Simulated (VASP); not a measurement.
Here is a VASP 6.6.1 calculation.

INCAR

```
PREC     = Accurate       # precision mode
ENCUT    = 520            # plane-wave cutoff, eV
EDIFF    = 1E-6           # SCF threshold, eV
ISMEAR   = -1             # smearing method
SIGMA    = 0.01           # smearing width, eV
LREAL    = False          # projectors in reciprocal space
LASPH    = True           # aspherical terms in the spheres
NELM     = 100            # most SCF steps
ALGO     = Normal         # electronic algorithm
ISIF     = 2              # what is computed and relaxed
LWAVE    = False          # write WAVECAR
LCHARG   = False          # write CHGCAR
GGA      = PE             # functional
NBANDS   = 13             # bands
```

File KPOINTS:

```
regular mesh
0
Gamma
  11 11 11
```

The input POSCAR:

```
Pb
1.0
    0.0000000000      2.5175937382      2.5175937382
    2.5175937382      0.0000000000      2.5175937382
    2.5175937382      2.5175937382      0.0000000000
Pb
1
Direct
    0.0000000000      0.0000000000      0.0000000000
```

Potentials or basis: VASP PAW PBE potentials, release 64 (Pb_d).

Run with:

```console
$ cat potpaw_PBE.64/Pb_d/POTCAR > POTCAR
$ mpirun -np 1 vasp_std > vasp.out
```

Predict the band gap on the k mesh.

zero (band 7 reaches 13.74 eV, above the bottom of band 8 at 5.37 eV).

What does it give for the pressure?

-0.2 GPa.

Caveat: spin-orbit coupling is left out, which moves the levels of the heavy elements.
